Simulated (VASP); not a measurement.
Input of a VASP 6.6.1 run:

INCAR

```
SYSTEM = SnO
PREC     = Accurate       ! precision mode
ENCUT    = 520            ! plane-wave cutoff, eV
EDIFF    = 1E-6           ! SCF threshold, eV
ISMEAR   = 0              ! smearing method
SIGMA    = 0.02           ! smearing width, eV
LREAL    = .FALSE.        ! projectors in reciprocal space
LASPH    = .TRUE.         ! aspherical terms in the spheres
NELM     = 100            ! most SCF steps
ALGO     = Normal         ! electronic algorithm
ISIF     = 2              ! what is computed and relaxed
LWAVE    = .FALSE.        ! write WAVECAR
LCHARG   = .FALSE.        ! write CHGCAR
GGA      = PE             ! functional
NBANDS   = 50             ! bands
```

The input KPOINTS:

```
regular mesh
0
G
  4 4 1
  0 0 0
```

File POSCAR:

```
SnO
1.0
    2.7626985156     -2.7298174925     -0.0291122843
    2.7525849748      2.7197072172     -0.0377131518
   -0.1247915414     -0.0160562955     10.2705592600
Sn O
4 4
Direct
    0.7355854614      0.2633795672      0.8633106553
    0.2739015173      0.7440484090      0.1349487425
    0.7572459698      0.2368651919      0.3670846305
    0.2410313243      0.7817785168      0.6349171530
    0.2718761633      0.2465292227      0.2467669246
    0.7431773681      0.7823784534      0.7491064042
    0.2215019945      0.2758207736      0.7494336474
    0.7780204891      0.7599118483      0.2534839953
```

Potentials or basis: VASP PAW PBE potentials, release 64 (Sn_d, O).

Launch:

```sh
$ cat potpaw_PBE.64/Sn_d/POTCAR potpaw_PBE.64/O/POTCAR > POTCAR
$ mpirun -np 1 vasp_std > vasp.out
```

**Question.** Estimate the pressure.

**Answer.** -1.0 GPa.

**Question.** What does it give for the largest force?

**Answer.** 0.639 eV/Å.

**Question.** Predict the band gap on the k mesh.

**Answer.** 0.45 eV, indirect (least direct gap 1.80 eV).

Forces on the atoms (eV/Å):
```
Sn   0.265  0.211 -0.111
Sn  -0.103  0.070  0.417
Sn   0.410  0.122 -0.475
Sn  -0.234 -0.069  0.238
O    0.144  0.160  0.266
O   -0.430 -0.012 -0.108
O    0.415 -0.261 -0.019
O   -0.465 -0.221 -0.209
```

Caveat: the k points lie up to 0.61 Å⁻¹ apart; spin-orbit coupling is left out, which moves the levels of the heavy elements. A k mesh can miss the band edges.
